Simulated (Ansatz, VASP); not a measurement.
One calculation of InSe, two programs

File INCAR:

```
PREC = Accurate
ENCUT = 520
EDIFF = 1E-7
ISMEAR = 0
SIGMA = 0.05
LREAL = F
LASPH = T
NELM = 60
ALGO = Normal
ISIF = 2
LWAVE = F
LCHARG = F
GGA = PE
NBANDS = 27
```

File KPOINTS:

```
Automatic mesh
0
Gamma
  8 8 6
```

File POSCAR:

```
InSe
1.0
    5.7418854575     -2.0623790766     -0.1306417848
    5.7418854575      2.0623790766     -0.1306417848
   -1.6623467844      0.0000000000      5.4603689881
In Se
2 2
Direct
    0.8798970786      0.8959048326      0.0533034054
    0.1040951674      0.1201029214      0.9466965946
    0.6779663094      0.6546922176      0.6952062322
    0.3453077824      0.3220336906      0.3047937678
```

Input for Ansatz:

```yaml
crystal:
  lattice:
    - [5.7418854575, -2.0623790766, -0.1306417848]
    - [5.7418854575, 2.0623790766, -0.1306417848]
    - [-1.6623467844, 0.0, 5.4603689881]
  atoms:
    - { symbol: In, position: [0.8798970786, 0.8959048326, 0.0533034054] }
    - { symbol: In, position: [0.1040951674, 0.1201029214, 0.9466965946] }
    - { symbol: Se, position: [0.6779663094, 0.6546922176, 0.6952062322] }
    - { symbol: Se, position: [0.3453077824, 0.3220336906, 0.3047937678] }
basis:
  ecutwfc: 420
kpoints:
  mp_grid: { grid: [8, 8, 6] }
hamiltonian:
  xc: pbe
  pseudopotentials: { kind: paw, azcp: { folder: soft_1 } }
scf:
  occupations: { method: gaussian, width: 0.05 }
output:
  forces: true
  stress: true
  eigenvalues: true
  write_density: true
  write_potential: true
  elf: true
  volumetric_format: npy
```

Change from the starting cell: mode 9 frozen in at -0.048 Å, strain +e along z and -e/2 along x and y +0.0000.

Alike in both runs: task single point; functional PBE; k mesh 8 × 8 × 6; occupations gaussian, width 0.05 eV; no spin polarisation.

|  | VASP | Ansatz |
| --- | --- | --- |
| version | VASP 6.6.1 | Ansatz 0.2.0 |
| potentials or method | VASP PAW PBE potentials, release 64 (In_d, Se), cutoff 520 eV | scalar-relativistic, plane waves, PAW |
| valence electrons in the cell | 38 | 58 |

Ansatz gave:

- gap on the k mesh at the Fermi level (eV): 1.08
- least direct gap on the mesh (eV): 1.22
- pressure (GPa): 0.1
- traceless stress, the component that is largest in VASP (GPa): -0.12
- rms of the force components (eV/Å): 0.193

Task: What did VASP give for the same quantities?

Result: gap on the k mesh at the Fermi level (eV): 1.07; least direct gap on the mesh (eV): 1.22; pressure (GPa): 0.2; traceless stress, the component that is largest in VASP (GPa): -0.12; rms of the force components (eV/Å): 0.194.

Atom by atom the forces differ by 0.008 eV/Å (rms over components). The functional is the same, so the differences come from potentials, cutoffs and numerics. VASP's potentials hold 38 valence electrons a cell and Ansatz's 58, so a difference there can come from the potentials and not from the codes.
